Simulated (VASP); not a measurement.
# Zr3AlN4 (P4/mmm) in VASP: single point with r2SCAN

Aim: the single point of Zr3AlN4 with r2SCAN.

Program: VASP 6.6.1. These are calculated values, not measurements. Logs are shortened: lines on timing, memory, paths and dates and some standing lists are left out, and cuts for length are marked.

**1. The cell of the first run**

It takes space group P4/mmm (No. 123, tetragonal). The conventional cell has a = 3.215 Å, b = 3.215 Å, c = 8.976 Å, α = 90.00°, β = 90.00°, γ = 90.00°. Within 3.0 Å of Zr (site symmetry 4mm) lie 6 N at 2.23 to 2.28 Å. Zr (site symmetry 4/mmm) has 6 N at 2.27 to 2.47 Å within 3.0 Å. Within 2.7 Å of Al (site symmetry 4/mmm) lie 6 N at 2.02 to 2.27 Å. Within 2.7 Å of N (site symmetry 4mm) lie 1 Al at 2.02 Å and 5 Zr at 2.28 to 2.47 Å. Within 3.3 Å of N (site symmetry 4/mmm) lie 2 Zr at 2.23 Å and 4 Al at 2.27 Å and 12 N at 3.04 to 3.21 Å. Within 3.0 Å of N (site symmetry 4/mmm) lie 6 Zr at 2.26 to 2.27 Å.

**2. Single point, r2SCAN**

File POSCAR:

```
Zr3AlN4
1.0
    3.2149150000      0.0000000000      0.0000000000
    0.0000000000      3.2149150000      0.0000000000
    0.0000000000      0.0000000000      8.9764450000
Zr Al N
3 1 4
Direct
    0.5000000000      0.5000000000      0.7513500000
    0.0000000000      0.0000000000      0.5000000000
    0.5000000000      0.5000000000      0.2486500000
    0.0000000000      0.0000000000      0.0000000000
    0.0000000000      0.0000000000      0.2251340000
    0.5000000000      0.5000000000      0.0000000000
    0.0000000000      0.0000000000      0.7748660000
    0.5000000000      0.5000000000      0.5000000000
```

File INCAR.step1:

```
SYSTEM = Zr3AlN4
PREC     = Accurate       ! precision mode
ENCUT    = 520            ! plane-wave cutoff, eV
ISMEAR   = 0              ! smearing method
SIGMA    = 0.1            ! smearing width, eV
LREAL    = .False.        ! projectors in reciprocal space
LASPH    = .True.         ! aspherical terms in the spheres
NELM     = 80             ! most SCF steps
NBANDS   = 40             ! bands
GGA      = PE             ! functional
ALGO     = Normal         ! electronic algorithm
EDIFF    = 1E-4           ! SCF threshold, eV
LWAVE    = .True.         ! write WAVECAR
LCHARG   = .False.        ! write CHGCAR
```

File INCAR.step2:

```
SYSTEM = Zr3AlN4
PREC     = Accurate       ! precision mode
ENCUT    = 520            ! plane-wave cutoff, eV
EDIFF    = 1E-6           ! SCF threshold, eV
ISMEAR   = 0              ! smearing method
SIGMA    = 0.1            ! smearing width, eV
LREAL    = .False.        ! projectors in reciprocal space
LASPH    = .True.         ! aspherical terms in the spheres
NELM     = 80             ! most SCF steps
ALGO     = Normal         ! electronic algorithm
ISIF     = 2              ! what is computed and relaxed
LWAVE    = .False.        ! write WAVECAR
LCHARG   = .False.        ! write CHGCAR
METAGGA  = R2SCAN         ! meta-GGA
LMIXTAU  = .True.       
NBANDS   = 40             ! bands
ISTART   = 1
```

File KPOINTS:

```
Automatic mesh
0
Gamma
  12 12 4
  0 0 0
```

Potentials or basis: VASP PAW PBE potentials, release 64 (Zr_sv, Al, N).

On the command line:

```sh
> cat potpaw_PBE.64/Zr_sv/POTCAR potpaw_PBE.64/Al/POTCAR potpaw_PBE.64/N/POTCAR > POTCAR
> cp INCAR.step1 INCAR
> mpirun -np 1 vasp_std > vasp.out
> cp INCAR.step2 INCAR
> mpirun -np 1 vasp_std > vasp.out
```

OUTCAR:

```text
SYSTEM = Zr3AlN4
   PREC = Accurate
   ENCUT = 520
   EDIFF = 1E-6
   ISMEAR = 0
   LREAL = .False.
   LASPH = .True.
   NELM = 80
   ISIF = 2
   METAGGA = R2SCAN
   ISTART = 1

 ion  position               nearest neighbor table
   1  0.500  0.500  0.751-   6 2.23   8 2.26   7 2.28   7 2.28   7 2.28   7 2.28   4 3.19   4 3.19
                             4 3.19   4 3.19   2 3.20   2 3.20   2 3.20   2 3.20
   2  0.000  0.000  0.500-   8 2.27   8 2.27   8 2.27   8 2.27   5 2.47   7 2.47   3 3.20   3 3.20
                             1 3.20   3 3.20   1 3.20   1 3.20   3 3.20   1 3.20
   3  0.500  0.500  0.249-   6 2.23   8 2.26   5 2.28   5 2.28   5 2.28   5 2.28   4 3.19   4 3.19
                             4 3.19   4 3.19   2 3.20   2 3.20   2 3.20   2 3.20
   4  0.000  0.000  0.000-   5 2.02   7 2.02   6 2.27   6 2.27   6 2.27   6 2.27   3 3.19   3 3.19
                             1 3.19   3 3.19   1 3.19   1 3.19   3 3.19   1 3.19
   5  0.000  0.000  0.225-   4 2.02   3 2.28   3 2.28   3 2.28   3 2.28   2 2.47
   6  0.500  0.500  0.000-   1 2.23   3 2.23   4 2.27   4 2.27   4 2.27   4 2.27
   7  0.000  0.000  0.775-   4 2.02   1 2.28   1 2.28   1 2.28   1 2.28   2 2.47
   8  0.500  0.500  0.500-   1 2.26   3 2.26   2 2.27   2 2.27   2 2.27   2 2.27

  LATTYP: Found a simple tetragonal cell.
 ALAT       =     3.2149150000
 C/A-ratio  =     2.7921251417

  Lattice vectors:

 A1 = (   3.2149150000,   0.0000000000,   0.0000000000)
 A2 = (   0.0000000000,   3.2149150000,   0.0000000000)
 A3 = (   0.0000000000,   0.0000000000,   8.9764450000)

Analysis of symmetry for initial positions (statically):
=====================================================================
 Subroutine PRICEL returns:
 Original cell was already a primitive cell.

 Routine SETGRP: Setting up the symmetry group for a
 simple tetragonal supercell.

 Subroutine GETGRP returns: Found 16 space group operations
 (whereof 16 operations were pure point group operations)
 out of a pool of 16 trial point group operations.

The static configuration has the point symmetry D_4h.

Analysis of symmetry for dynamics (positions and initial velocities):
=====================================================================
 Subroutine PRICEL returns:
 Original cell was already a primitive cell.

 Routine SETGRP: Setting up the symmetry group for a
 simple tetragonal supercell.

 Subroutine GETGRP returns: Found 16 space group operations
 (whereof 16 operations were pure point group operations)
 out of a pool of 16 trial point group operations.

The dynamic configuration has the point symmetry D_4h.

 Subroutine INISYM returns: Found 16 space group operations
 (whereof 16 operations are pure point group operations),
 and found     1 'primitive' translations

----------------------------------------------------------------------------------------

                                     Primitive cell

  volume of cell :      92.7776

  direct lattice vectors                    reciprocal lattice vectors
     3.214915000  0.000000000  0.000000000     0.311050214  0.000000000  0.000000000
     0.000000000  3.214915000  0.000000000     0.000000000  0.311050214  0.000000000
     0.000000000  0.000000000  8.976445000     0.000000000  0.000000000  0.111402677

  length of vectors
     3.214915000  3.214915000  8.976445000     0.311050214  0.311050214  0.111402677

  position of ions in fractional coordinates (direct lattice)
     0.500000000  0.500000000  0.751350000
     0.000000000  0.000000000  0.500000000
     0.500000000  0.500000000  0.248650000
     0.000000000  0.000000000  0.000000000
     0.000000000  0.000000000  0.225134000
     0.500000000  0.500000000  0.000000000
     0.000000000  0.000000000  0.774866000
     0.500000000  0.500000000  0.500000000

  ion indices of the primitive-cell ions
   primitive index   ion index
                 1           1
                 2           2
                 3           3
                 4           4
                 5           5
                 6           6
                 7           7
                 8           8

----------------------------------------------------------------------------------------

 KPOINTS: Automatic mesh

Automatic generation of k-mesh.
 Grid dimensions read from file:
 generate k-points for:   12   12    4

 Generating k-lattice:

  Cartesian coordinates                     Fractional coordinates (reciprocal lattice)
     0.025920851  0.000000000  0.000000000     0.083333333  0.000000000  0.000000000
     0.000000000  0.025920851  0.000000000     0.000000000  0.083333333  0.000000000
     0.000000000  0.000000000  0.027850669     0.000000000  0.000000000  0.250000000

  Length of vectors
     0.025920851  0.025920851  0.027850669

  Shift w.r.t. Gamma in fractional coordinates (k-lattice)
     0.000000000  0.000000000  0.000000000

 Subroutine IBZKPT returns following result:
 ===========================================

 Found     84 irreducible k-points:

 Following reciprocal coordinates:
            Coordinates               Weight
  0.000000  0.000000  0.000000      1.000000
  0.083333  0.000000  0.000000      4.000000
  0.166667  0.000000  0.000000      4.000000
  0.250000  0.000000  0.000000      4.000000
  0.333333  0.000000  0.000000      4.000000
  0.416667  0.000000  0.000000      4.000000
[... 16 lines left out ...]
  0.333333  0.333333  0.000000      4.000000
  0.416667  0.333333  0.000000      8.000000
 [... further k-points ...]
   k-points           NKPTS =     84   k-points in BZ     NKDIM =     84   number of bands    NBANDS=     40
   number of dos      NEDOS =    301   number of ions     NIONS =      8
   total plane-waves  NPLWV =  40320
   dimension x,y,z NGX =    24 NGY =   24 NGZ =   70
   dimension x,y,z NGXF=    48 NGYF=   48 NGZF=  140
   ions per type =               3   1   4
   NGX,Y,Z   is equivalent  to a cutoff of  12.41, 12.41, 12.96 a.u.
   NGXF,Y,Z  is equivalent  to a cutoff of  24.82, 24.82, 25.93 a.u.
 SYSTEM =  Zr3AlN4
   PREC   = accura    normal or accurate (medium, high low for compatibility)
   ISTART =      1    job   : 0-new  1-cont  2-samecut
   ICHARG =      0    charge: 1-file 2-atom 10-const
   ISPIN  =      1    spin polarized calculation?
   LNONCOLLINEAR =      F non collinear calculations
   LSORBIT =      F    spin-orbit coupling
   LASPH  =      T    aspherical Exc in radial PAW
   ENCUT  =  520.0 eV  38.22 Ry    6.18 a.u.   5.98  5.98 16.69*2*pi/ulx,y,z
   NELM   =     80;   NELMIN=  2; NELMDL=  0     # of ELM steps
   EDIFF  = 0.1E-05   stopping-criterion for ELM
   LREAL  =      F    real-space projection
   EDIFFG = 0.1E-04   stopping-criterion for IOM
   NSW    =      0    number of steps for IOM
   IBRION =     -1    ionic relax: 0-MD 1-quasi-New 2-CG
   NFREE  =      0    steps in history (QN), initial steepest desc. (CG)
   ISIF   =      2    stress and relaxation
   ISYM   =      2    0-nonsym 1-usesym 2-fastsym
   POTIM  = 0.5000    time-step for ionic-motion
   TEBEG  =    0.0;   TEEND  =   0.0 temperature during run
   PSTRESS=    0.0 pullay stress
   NELECT =      59.0000    total number of electrons
   NUPDOWN=      -1.0000    fix difference up-down
   EMIN   =  10.00;   EMAX   =-10.00  energy-range for DOS
   EFERMI =   0.00;   METHOD = LEGACY
   ISMEAR =     0;   SIGMA  =   0.10  broadening in eV -4-tet -1-fermi 0-gaus
   EFERMI_NEDOS =   21; number of points for ismear=-14 and -15
   IALGO  =     38    algorithm
   IMIX   =      4    mixing-type and parameters
     AMIX     =   0.40;   BMIX     =  1.00
     AMIX_MAG =   1.60;   BMIX_MAG =  1.00
  volume/ion in A,a.u.               =      11.60        78.26
  Fermi-wavevector in a.u.,A,eV,Ry     =   1.407811  2.660377 26.965823  1.981932
  Thomas-Fermi vector in A             =   2.530032
   LORBIT       =      0    0 simple, 1 ext, 2 COOP (PROOUT), +10 PAW based schemes
   METAGGA = R2SCAN    functional components
   LHFCALC =     F    Hartree Fock is set to
   AEXX    =    0.0000 exact exchange contribution
   IVDW    =     0    specifies the selected vdW correction
   LEPSILON=     F    determine dielectric tensor
   LRPA    =     F    only Hartree local field effects (RPA)
 non-spin polarized calculation
 Gauss-broadening in eV      SIGMA  =   0.10
  energy-cutoff  :      520.00
  volume of cell :       92.78
 maximum number of plane-waves:      2536
 NGX is ok and might be reduce to    24
   NGX = 11   NGY = 11   NGZ = 33

 number of electron      58.9999994 magnetization

 Free energy of the ion-electron system (eV)
  ---------------------------------------------------
  ext. energy  EPLUGINS =         0.00000000
  ---------------------------------------------------
  free energy    TOTEN  =      -125.15918148 eV

  energy without entropy =     -125.15379081  energy(sigma->0) =     -125.15648615

 E-fermi :  11.6233     XC(G=0): -12.9934

 val. band max:       11.6179507037   @ k =   0.1667   0.0000   0.0000
 cond. band min:      11.6548836899   @ k =   0.1667   0.0000   0.2500
 fundamental gap:      0.0369329862
 Fermi energy:        11.6232588342

 k-point     1 :       0.0000    0.0000    0.0000
  band No.  band energies     occupation
      1     -39.8507      2.00000
      2     -39.7911      2.00000
      3     -39.6881      2.00000
      4     -17.6156      2.00000
      5     -17.3898      2.00000
      6     -17.0881      2.00000
[... 32 lines left out ...]
     39      14.8777      0.00000
     40      14.8777      0.00000

 k-point     2 :       0.0833    0.0000    0.0000
  band No.  band energies     occupation
      1     -39.8446      2.00000
      2     -39.7874      2.00000
      3     -39.6869      2.00000
      4     -17.6063      2.00000
      5     -17.4190      2.00000
      6     -17.1120      2.00000
[... 32 lines left out ...]
     39      14.9626      0.00000
     40      15.2531      0.00000

 k-point     3 :       0.1667    0.0000    0.0000
  band No.  band energies     occupation
      1     -39.8272      2.00000
      2     -39.7773      2.00000
      3     -39.6841      2.00000
      4     -17.5888      2.00000
      5     -17.5114      2.00000
      6     -17.1949      2.00000
[... 32 lines left out ...]
     39      15.3904      0.00000
     40      15.4596      0.00000

 k-point     4 :       0.2500    0.0000    0.0000
  band No.  band energies     occupation
      1     -39.8019      2.00000
      2     -39.7635      2.00000
      3     -39.6817      2.00000
      4     -17.6526      2.00000
      5     -17.6121      2.00000
      6     -17.3302      2.00000
[... 32 lines left out ...]
     39      15.6577      0.00000
     40      16.5883      0.00000
[... 772 lines left out ...]
     39      16.1883      0.00000
     40      17.2593      0.00000

 k-point    23 :       0.3333    0.3333    0.0000
  band No.  band energies     occupation
      1     -39.7187      2.00000
      2     -39.7102      2.00000
      3     -39.6574      2.00000
      4     -17.6401      2.00000
      5     -17.5375      2.00000
      6     -17.5350      2.00000
[... 32 lines left out ...]
     39      15.6103      0.00000
     40      16.4435      0.00000

 k-point    24 :       0.4167    0.3333    0.0000
  band No.  band energies     occupation
      1     -39.7039      2.00000
      2     -39.7006      2.00000
      3     -39.6526      2.00000
      4     -17.6804      2.00000
      5     -17.6051      2.00000
      6     -17.5650      2.00000
[... 32 lines left out ...]
     39      15.8978      0.00000
     40      16.7263      0.00000

 [... further k-points ...]

------------------------ aborting loop because EDIFF is reached ----------------------------------------

  FORCE on cell =-STRESS in cart. coord.  units (eV):
  Direction    XX          YY          ZZ          XY          YZ          ZX
  --------------------------------------------------------------------------------------
  -------------------------------------------------------------------------------------
  Total       -3.0224514     -3.0224514     -3.4079245      0.0000000      0.0000000      0.0000000
  in kB      -52.1947168    -52.1947168    -58.8514525      0.0000000      0.0000000      0.0000000
  external PRESSURE =     -54.4136287 kB  Pullay stress =       0.0000000 kB

 VOLUME and BASIS-vectors are now :
 -----------------------------------------------------------------------------
  energy-cutoff  :      520.00
  volume of cell :       92.78
      direct lattice vectors                 reciprocal lattice vectors
     3.214915000  0.000000000  0.000000000     0.311050214  0.000000000  0.000000000
     0.000000000  3.214915000  0.000000000     0.000000000  0.311050214  0.000000000
     0.000000000  0.000000000  8.976445000     0.000000000  0.000000000  0.111402677

 POSITION                                       TOTAL-FORCE (eV/Angst)
 -----------------------------------------------------------------------------------
      1.60746      1.60746      6.74445        -0.000000     -0.000000      0.104722
      0.00000      0.00000      4.48822         0.000000      0.000000      0.000000
      1.60746      1.60746      2.23199         0.000000     -0.000000     -0.104722
      0.00000      0.00000      0.00000         0.000000      0.000000      0.000000
      0.00000      0.00000      2.02090         0.000000      0.000000     -0.039661
      1.60746      1.60746      0.00000         0.000000      0.000000      0.000000
      0.00000      0.00000      6.95554         0.000000      0.000000      0.039661
      1.60746      1.60746      4.48822         0.000000      0.000000      0.000000
 -----------------------------------------------------------------------------------
    total drift:                                0.000000     -0.000000     -0.000000

  FREE ENERGIE OF THE ION-ELECTRON SYSTEM (eV)
  ---------------------------------------------------
  free  energy   TOTEN  =      -125.1591814809 eV

  energy  without entropy=     -125.1537908146  energy(sigma->0) =     -125.15648615
```

It took 25 min on 1 thread of Oxide Virtual Turin-like, shared host; peak memory 0.34 GiB.

What came out:

| Property | Result |
| --- | --- |
| Free energy | -125.1592 eV |
| Pressure | -5.4 GPa |
| Largest force | 0.105 eV/Å |
| Band gap on the k mesh | zero (an odd number of electrons rules out a gap without spin polarisation) |

Forces in eV/Å, atoms in the order of the input:
```
Zr   0.000  0.000  0.105
Zr   0.000  0.000  0.000
Zr   0.000  0.000 -0.105
Al   0.000  0.000  0.000
N    0.000  0.000 -0.040
N    0.000  0.000  0.000
N    0.000  0.000  0.040
N    0.000  0.000  0.000
```

Stress tensor (GPa, compression positive):
```
-5.22  0.00  0.00
 0.00 -5.22  0.00
 0.00  0.00 -5.89
```

Caveat: the cell stands under tension; the PAW data sets were made with another functional, which shifts forces and pressure a little; an odd number of electrons without spin polarisation forces a metal; a magnetic or distorted state may lie lower.

The gap in the log of VASP goes by the Fermi energy; the results here count the filled bands.